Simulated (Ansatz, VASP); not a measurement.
LiCuSn2: VASP beside Ansatz

```xyz
4
Lattice="4.2457 0.0000 0.0000 -2.1229 3.6769 0.0000 0.0000 0.0000 5.4887" Properties=species:S:1:pos:R:3 pbc="T T T"
Li    0.0000    0.0000    2.7444
Cu    0.0000    0.0000    0.0000
Sn    0.0000    2.4513    1.0891
Sn    2.1229    1.2256    4.3996
```

Alike in both runs: task relaxation of cell and atoms; functional PBE; k mesh 12 × 12 × 8; occupations fermi-dirac, width 0.15 eV; no spin polarisation.

```csv
,VASP,Ansatz
version,VASP 6.6.1,Ansatz 0.2.0
potentials or method,"VASP PAW PBE potentials, release 64 (Li_sv, Cu, Sn_d), cutoff 600 eV","scalar-relativistic, plane waves, PAW"
valence electrons in the cell,42,50
```

Ansatz gave:

```
gap on the k mesh at the Fermi level, each at its own relaxed structure (eV) : none
relaxed volume (Å³/atom)                                                     : 21.44
relaxed cell length with the largest relative difference (Å)                 : 4.239
```

What did VASP give for the same quantities?

gap on the k mesh at the Fermi level, each at its own relaxed structure (eV): none; relaxed volume (Å³/atom): 21.47; relaxed cell length with the largest relative difference (Å): 4.242.

A gap of «none» marks a metal or a gap that the smearing closes. VASP's potentials hold 42 valence electrons a cell and Ansatz's 50, so a difference there can come from the potentials and not from the codes.

Noted on VASP's run: the cutoff is short for stress, so the pressure is rough.
